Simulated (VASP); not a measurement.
Set up this calculation in VASP 6.6.1, as the native input.

- Task: relaxation of cell and atoms
- Functional: LDA
- Potentials or basis: VASP PAW LDA potentials, release 64 (Cd_sv_GW)
- Cutoff: 540 eV
- k mesh: 7 × 7 × 3
- Occupations: fermi-dirac, width 0.05 eV
- Spin: no spin polarisation
- Dipole correction: no
- Second run: valence_matched
- Further INCAR settings: ALGO = Normal; EDIFF = 1e-07; IBRION = 2; EDIFFG = -0.02; NSW = 80; ISIF = 3

The structure of Cd lies in POSCAR:

```
Cd
1.0
    2.9788700000      0.0000000000      0.0000000000
   -1.4894350000      2.5797770000      0.0000000000
    0.0000000000      0.0000000000      5.6176500000
Cd
2
Direct
    0.3333333333      0.6666666667      0.2500000000
    0.6666666667      0.3333333333      0.7500000000
```

The input as run:

INCAR

```
SYSTEM = Cd
PREC     = Accurate       ! precision mode
ENCUT    = 540            ! plane-wave cutoff, eV
EDIFF    = 1E-7           ! SCF threshold, eV
ISMEAR   = -1             ! smearing method
SIGMA    = 0.05           ! smearing width, eV
LREAL    = .FALSE.        ! projectors in reciprocal space
LASPH    = .TRUE.         ! aspherical terms in the spheres
NELM     = 120            ! most SCF steps
ALGO     = Normal         ! electronic algorithm
ISIF     = 3              ! what is computed and relaxed
LWAVE    = .FALSE.        ! write WAVECAR
LCHARG   = .FALSE.        ! write CHGCAR
GGA      = CA             ! functional
IBRION   = 2              ! ionic algorithm
NSW      = 80             ! ionic steps
EDIFFG   = -0.02          ! ionic threshold
GGA_COMPAT= .FALSE.      
NELMIN   = 4
```

KPOINTS

```
regular mesh
0
G
  7 7 3
  0 0 0
```

Potentials or basis: VASP PAW LDA potentials, release 64 (Cd_sv_GW).

Command:

```sh
$ cat potpaw_LDA.64/Cd_sv_GW/POTCAR > POTCAR
$ mpirun -np 1 vasp_std > vasp.out
```

Results of the run:

```json
{
 "Relaxed volume": "19.77 Å³/atom",
 "Relaxed cell": "a = 2.883 Å, b = 2.883 Å, c = 5.493 Å, α = 90.00°, β = 90.00°, γ = 120.00°",
 "Space group after relaxing (to 0.05 Å)": "P6_3/mmc (No. 194)",
 "Energy gained by relaxing": "42.8 meV/atom",
 "Ionic steps": "8",
 "Pressure after relaxing": "0.0 GPa",
 "Band gap on the k mesh": "zero (band 20 reaches 8.61 eV, above the bottom of band 21 at 4.06 eV)"
}
```

Caveat: the k points lie up to 0.38 Å⁻¹ apart in the final cell.

It took 60 s on 1 thread of AMD EPYC 9R45 96-Core Processor (Zen 5), with other jobs on the host, peak memory 0.14 GiB.
